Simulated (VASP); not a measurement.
Input of a VASP 6.6.1 run:

Contents of INCAR:

```
ALGO = Normal ; EDIFF = 1E-6
ENCUT = 700 ; GGA = PE
GGA_COMPAT = F ; ISIF = 2
ISMEAR = 0 ; LASPH = T
LCHARG = F ; LREAL = F
LWAVE = F ; NBANDS = 16
NELM = 120 ; PREC = Accurate
SIGMA = 0.15
```

Contents of KPOINTS:

```
k-points
0
Gamma
  18 18 18
```

Contents of POSCAR:

```
TaN
1.0
    0.0000000000      2.2853961859      2.0535443989
    2.2853961859      0.0000000000      2.0535443989
    2.2853961859      2.2853961859      0.0000000000
Ta N
1 1
Direct
    0.4968326312      0.5031673688      0.5031673688
    0.0409173038     -0.0409173038     -0.0409173038
```

Potentials or basis: VASP PAW PBE potentials, release 64 (Ta_sv_GW, N).

Launch:

```console
$ cat potpaw_PBE.64/Ta_sv_GW/POTCAR potpaw_PBE.64/N/POTCAR > POTCAR
$ mpirun -np 1 vasp_std > vasp.out
```

**Question.** Predict the pressure.

**Answer.** 15.5 GPa.

**Question.** What does it give for the largest force?

**Answer.** 0.861 eV/Å.

**Question.** What does it give for the band gap on the k mesh?

**Answer.** Zero (bands 9 and 10 overlap by 2.95 eV).

Forces in eV/Å, atoms in the order of the input:
```
Ta  -0.861  0.000  0.000
N    0.861  0.000  0.000
```

Caveat: the cell differs from its parent crystal (atoms displaced along a vibrational mode, the cell strained); the stress differs along the axes, from -12 to 55 GPa; spin-orbit coupling is left out, which moves the levels of the heavy elements.
